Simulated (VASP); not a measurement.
Here is a VASP 6.6.1 calculation.

Contents of INCAR:

```
SYSTEM = SiC
PREC = Accurate
ENCUT = 520
EDIFF = 1E-6
ISMEAR = 0
SIGMA = 0.02
LREAL = .FALSE.
LASPH = .TRUE.
NELM = 80
ALGO = Normal
ISIF = 2
LWAVE = .FALSE.
LCHARG = .FALSE.
GGA = PE
NBANDS = 16
```

KPOINTS

```
regular mesh
0
G
  12 12 6
  0 0 0
```

POSCAR

```
SiC
1.0
    3.0919365178      0.0000000000      0.0000000000
   -1.5459682589      2.6776955713      0.0000000000
    0.0000000000      0.0000000000      5.3787498263
Si C
2 2
Direct
    0.3333333333      0.6666666667      0.5008272805
    0.6666666667      0.3333333333      1.0008272805
    0.3333333333      0.6666666667      0.8741727195
    0.6666666667      0.3333333333      0.3741727195
```

Potentials or basis: VASP PAW PBE potentials, release 64 (Si, C).

Command:

```console
$ cat potpaw_PBE.64/Si/POTCAR potpaw_PBE.64/C/POTCAR > POTCAR
$ mpirun -np 1 vasp_std > vasp.out
```

(1) Estimate the largest force.

(2) What does it give for the band gap on the k mesh?

Answers

(1) 0.006 eV/Å.

(2) 2.10 eV (least direct gap 4.28 eV).

Caveat: the cell differs from its parent crystal (strain along c alone, the other axes held: +6.0 %, then relaxed in part); the cell stands under tension.
